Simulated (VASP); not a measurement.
# GaP (P4/mmm) in VASP: notebook

Runs on GaP. Level: PBE. Tasks: single point.

Program: VASP 6.6.1. These are calculated values, not measurements. Logs are shortened: lines on timing, memory, paths and dates and some standing lists are left out, and cuts for length are marked.

### 1 The cell of the first run

It takes space group P4/mmm (No. 123, tetragonal). Conventional cell: a = 3.457 Å, b = 3.457 Å, c = 2.803 Å, α = 90.00°, β = 90.00°, γ = 90.00°. Within 3.7 Å of Ga (site symmetry 4/mmm) lie 6 Ga at 2.80 to 3.46 Å and 8 P at 2.82 Å. P (site symmetry 4/mmm) has 6 P at 2.80 to 3.46 Å and 8 Ga at 2.82 Å within 3.7 Å.

### 2 Single point, PBE

File INCAR:

```
PREC     = Accurate       # precision mode
ENCUT    = 520            # plane-wave cutoff, eV
EDIFF    = 1E-6           # SCF threshold, eV
ISMEAR   = -1             # smearing method
SIGMA    = 0.05           # smearing width, eV
LREAL    = F              # projectors in reciprocal space
LASPH    = T              # aspherical terms in the spheres
NELM     = 80             # most SCF steps
ALGO     = Normal         # electronic algorithm
ISIF     = 2              # what is computed and relaxed
LWAVE    = F              # write WAVECAR
LCHARG   = T              # write CHGCAR
GGA      = PE             # functional
LELF     = T              # ELF
LVHAR    = T            
NBANDS   = 16             # bands
```

File KPOINTS:

```
Automatic mesh
0
Gamma
  8 8 9
```

File POSCAR:

```
GaP
1.0
    3.4566600000      0.0000000000      0.0000000000
    0.0000000000      3.4566600000      0.0000000000
    0.0000000000      0.0000000000      2.8025600000
Ga P
1 1
Direct
    0.0000000000      0.0000000000      0.0000000000
    0.5000000000      0.5000000000      0.5000000000
```

Potentials or basis: VASP PAW PBE potentials, release 64 (Ga_d, P).

Run with:

```
> cat potpaw_PBE.64/Ga_d/POTCAR potpaw_PBE.64/P/POTCAR > POTCAR
> mpirun -np 1 vasp_std > vasp.out
```

OUTCAR:

```text
PREC = Accurate
   ENCUT = 520
   EDIFF = 1E-6
   ISMEAR = -1
   LREAL = F
   LASPH = T
   NELM = 80
   ISIF = 2
   GGA = PE

 ion  position               nearest neighbor table
   1  0.000  0.000  0.000-   2 2.82   2 2.82   2 2.82   2 2.82   2 2.82   2 2.82   2 2.82   2 2.82

   2  0.500  0.500  0.500-   1 2.82   1 2.82   1 2.82   1 2.82   1 2.82   1 2.82   1 2.82   1 2.82

  LATTYP: Found a simple tetragonal cell.
 ALAT       =     3.4566600000
 C/A-ratio  =     0.8107710912

  Lattice vectors:

 A1 = (   3.4566600000,   0.0000000000,   0.0000000000)
 A2 = (   0.0000000000,   3.4566600000,   0.0000000000)
 A3 = (   0.0000000000,   0.0000000000,   2.8025600000)

Analysis of symmetry for initial positions (statically):
=====================================================================
 Subroutine PRICEL returns:
 Original cell was already a primitive cell.

 Routine SETGRP: Setting up the symmetry group for a
 simple tetragonal supercell.

 Subroutine GETGRP returns: Found 16 space group operations
 (whereof 16 operations were pure point group operations)
 out of a pool of 16 trial point group operations.

The static configuration has the point symmetry D_4h.

Analysis of symmetry for dynamics (positions and initial velocities):
=====================================================================
 Subroutine PRICEL returns:
 Original cell was already a primitive cell.

 Routine SETGRP: Setting up the symmetry group for a
 simple tetragonal supercell.

 Subroutine GETGRP returns: Found 16 space group operations
 (whereof 16 operations were pure point group operations)
 out of a pool of 16 trial point group operations.

The dynamic configuration has the point symmetry D_4h.

 Subroutine INISYM returns: Found 16 space group operations
 (whereof 16 operations are pure point group operations),
 and found     1 'primitive' translations

----------------------------------------------------------------------------------------

                                     Primitive cell

  volume of cell :      33.4864

  direct lattice vectors                    reciprocal lattice vectors
     3.456660000  0.000000000  0.000000000     0.289296604  0.000000000  0.000000000
     0.000000000  3.456660000  0.000000000     0.000000000  0.289296604  0.000000000
     0.000000000  0.000000000  2.802560000     0.000000000  0.000000000  0.356816625
[... 76 lines left out ...]
   ISTART =      0    job   : 0-new  1-cont  2-samecut
   ICHARG =      2    charge: 1-file 2-atom 10-const
   ISPIN  =      1    spin polarized calculation?
   LNONCOLLINEAR =      F non collinear calculations
   LSORBIT =      F    spin-orbit coupling
   LASPH  =      T    aspherical Exc in radial PAW
   ENCUT  =  520.0 eV  38.22 Ry    6.18 a.u.   6.43  6.43  5.21*2*pi/ulx,y,z
   NELM   =     80;   NELMIN=  2; NELMDL= -5     # of ELM steps
   EDIFF  = 0.1E-05   stopping-criterion for ELM
   LREAL  =      F    real-space projection
   EDIFFG = 0.1E-04   stopping-criterion for IOM
   NSW    =      0    number of steps for IOM
   IBRION =     -1    ionic relax: 0-MD 1-quasi-New 2-CG
   NFREE  =      0    steps in history (QN), initial steepest desc. (CG)
   ISIF   =      2    stress and relaxation
   ISYM   =      2    0-nonsym 1-usesym 2-fastsym
   POTIM  = 0.5000    time-step for ionic-motion
   TEBEG  =    0.0;   TEEND  =   0.0 temperature during run
   PSTRESS=    0.0 pullay stress
   NELECT =      18.0000    total number of electrons
   NUPDOWN=      -1.0000    fix difference up-down
   EMIN   =  10.00;   EMAX   =-10.00  energy-range for DOS
   EFERMI =   0.00;   METHOD = LEGACY
   ISMEAR =    -1;   SIGMA  =   0.05  broadening in eV -4-tet -1-fermi 0-gaus
   EFERMI_NEDOS =   21; number of points for ismear=-14 and -15
   IALGO  =     38    algorithm
   IMIX   =      4    mixing-type and parameters
     AMIX     =   0.40;   BMIX     =  1.00
     AMIX_MAG =   1.60;   BMIX_MAG =  1.00
  volume/ion in A,a.u.               =      16.74       112.99
  Fermi-wavevector in a.u.,A,eV,Ry     =   1.331097  2.515408 24.107051  1.771818
  Thomas-Fermi vector in A             =   2.460134
   LORBIT       =      0    0 simple, 1 ext, 2 COOP (PROOUT), +10 PAW based schemes
   GGA     = PE    functional components
   LHFCALC =     F    Hartree Fock is set to
   AEXX    =    0.0000 exact exchange contribution
   IVDW    =     0    specifies the selected vdW correction
   LEPSILON=     F    determine dielectric tensor
   LRPA    =     F    only Hartree local field effects (RPA)
 non-spin polarized calculation
  energy-cutoff  :      520.00
  volume of cell :       33.49
 maximum number of plane-waves:       916
 NGX is ok and might be reduce to    28
   NGX = 13   NGY = 13   NGZ = 11

 number of electron      17.9999989 magnetization

 Free energy of the ion-electron system (eV)
  ---------------------------------------------------
  ext. energy  EPLUGINS =         0.00000000
  ---------------------------------------------------
  free energy    TOTEN  =        -7.68607594 eV

  energy without entropy =       -7.67992211  energy(sigma->0) =       -7.68299903

 E-fermi :   7.1348     XC(G=0): -11.2131

 val. band max:        7.0612298874   @ k =   0.2500   0.1250   0.4444
 cond. band min:       7.1708586799   @ k =   0.3750   0.0000   0.3333
 fundamental gap:      0.1096287925
 Fermi energy:         7.1347933370

 k-point     1 :       0.0000    0.0000    0.0000
  band No.  band energies     occupation
      1      -7.9048      2.00000
      2      -7.7411      2.00000
      3      -7.6671      2.00000
      4      -7.6036      2.00000
      5      -7.6036      2.00000
      6      -6.5582      2.00000
[... 433 lines left out ...]
      3      -7.6738      2.00000
      4      -7.6549      2.00000
      5      -7.6225      2.00000
      6      -4.2936      2.00000
[... 8 lines left out ...]
     15      20.3308      0.00000
     16      20.8310      0.00000

 [... further k-points ...]
[... 5 lines left out ...]
  --------------------------------------------------------------------------------------
  -------------------------------------------------------------------------------------
  Total       -0.0289013     -0.0289013     -0.0576292      0.0000000     -0.0000000     -0.0000000
  in kB       -1.3828016     -1.3828016     -2.7573038      0.0000000     -0.0000000     -0.0000000
  external PRESSURE =      -1.8409690 kB  Pullay stress =       0.0000000 kB

 VOLUME and BASIS-vectors are now :
 -----------------------------------------------------------------------------
  energy-cutoff  :      520.00
  volume of cell :       33.49
      direct lattice vectors                 reciprocal lattice vectors
     3.456660000  0.000000000  0.000000000     0.289296604  0.000000000  0.000000000
     0.000000000  3.456660000  0.000000000     0.000000000  0.289296604  0.000000000
     0.000000000  0.000000000  2.802560000     0.000000000  0.000000000  0.356816625

 POSITION                                       TOTAL-FORCE (eV/Angst)
 -----------------------------------------------------------------------------------
      0.00000      0.00000      0.00000         0.000000      0.000000      0.000000
      1.72833      1.72833      1.40128         0.000000      0.000000      0.000000
 -----------------------------------------------------------------------------------
    total drift:                               -0.000000      0.000000     -0.000000

  FREE ENERGIE OF THE ION-ELECTRON SYSTEM (eV)
  ---------------------------------------------------
  free  energy   TOTEN  =        -7.6860759427 eV

  energy  without entropy=       -7.6799221121  energy(sigma->0) =       -7.68299903
```

OSZICAR:

```text
N       E                     dE             d eps       ncg     rms          rms(c)
DAV:   1     0.772952886978E+02    0.77295E+02   -0.89683E+03  2496   0.173E+03
DAV:   2    -0.231917848765E+01   -0.79614E+02   -0.75819E+02  2728   0.311E+02
DAV:   3    -0.770366759885E+01   -0.53845E+01   -0.53296E+01  3040   0.606E+01
DAV:   4    -0.777878424544E+01   -0.75117E-01   -0.75097E-01  2944   0.753E+00
DAV:   5    -0.778002808750E+01   -0.12438E-02   -0.12438E-02  3208   0.904E-01    0.337E+00
DAV:   6    -0.769791813812E+01    0.82110E-01   -0.11682E-01  3256   0.668E+00    0.198E+00
DAV:   7    -0.768746389844E+01    0.10454E-01   -0.21255E-02  3616   0.124E+00    0.654E-01
DAV:   8    -0.768607707617E+01    0.13868E-02   -0.31914E-03  3032   0.711E-01    0.582E-02
DAV:   9    -0.768607428915E+01    0.27870E-05   -0.33472E-04  3512   0.271E-01    0.567E-02
DAV:  10    -0.768607421124E+01    0.77906E-07   -0.12638E-05  2984   0.357E-02    0.413E-02
DAV:  11    -0.768607580757E+01   -0.15963E-05   -0.89410E-06  3192   0.509E-02    0.814E-03
DAV:  12    -0.768607594268E+01   -0.13511E-06   -0.59389E-07  1680   0.621E-03
   1 F= -.76860759E+01 E0= -.76829990E+01  d E =-.615383E-02
```

Wall time 27 s (1 thread of Intel Xeon Platinum 8488C (Sapphire Rapids), shared host); peak memory 0.17 GiB.

Results:

```yaml
Free_energy: -7.6861 eV
Pressure: -0.2 GPa
Band_gap_on_the_k_mesh: zero (band 9 reaches 9.70 eV, above the bottom of band 10 at 4.83 eV)
```

### 3 Single point, PBE

This run uses another cell than the first one, of 17.08 Å³/atom, 1.020 times its volume.

File INCAR:

```
  ALGO = Normal
  EDIFF = 1E-6
  ENCUT = 520
  GGA = PE
  ISIF = 2
  ISMEAR = -1
  LASPH = True
  LCHARG = True
  LELF = True
  LREAL = False
  LVHAR = True
  LWAVE = False
  NBANDS = 16
  NELM = 60
  PREC = Accurate
  SIGMA = 0.05
```

File KPOINTS:

```
k-points
0
Gamma
  8 8 9
```

File POSCAR:

```
GaP
1.0
    3.4795524552      0.0000000000      0.0000000000
    0.0000000000      3.4795524552      0.0000000000
    0.0000000000      0.0000000000      2.8211205409
Ga P
1 1
Direct
    0.0000000000      0.0000000000      0.0000000000
    0.5000000000      0.5000000000      0.5000000000
```

Potentials or basis: VASP PAW PBE potentials, release 64 (Ga_d, P).

Run with:

```
> cat potpaw_PBE.64/Ga_d/POTCAR potpaw_PBE.64/P/POTCAR > POTCAR
> mpirun -np 1 vasp_std > vasp.out
```

It took 28 s on 1 thread of Intel Xeon Platinum 8488C (Sapphire Rapids), shared host; peak memory 0.17 GiB.

Results (log left out):

```
Free energy            : -7.6825 eV
Pressure               : -1.6 GPa
Band gap on the k mesh : zero (band 9 reaches 9.43 eV, above the bottom of band 10 at 4.62 eV)
```

Stress tensor (GPa, compression positive):
```
-1.53  0.00  0.00
 0.00 -1.53  0.00
 0.00  0.00 -1.72
```

Levels at points of the mesh, in eV from the Fermi level:
```tsv
k point	band 5	band 6	band 7	band 8	band 9	band 10	band 11	band 12	band 13	band 14
(0.00, 0.00, 0.00)	-14.71	-13.52	-2.66	-2.12	-2.12	2.66	3.55	7.07	8.94	8.94
(0.50, 0.00, 0.00)	-14.71	-11.71	-8.93	-0.33	2.54	2.87	2.88	3.74	8.38	8.69
(0.50, 0.50, 0.00)	-14.72	-10.17	-5.98	-5.84	-5.84	4.19	9.49	9.49	10.02	11.23
```

(Continued in part 2 of 2.)
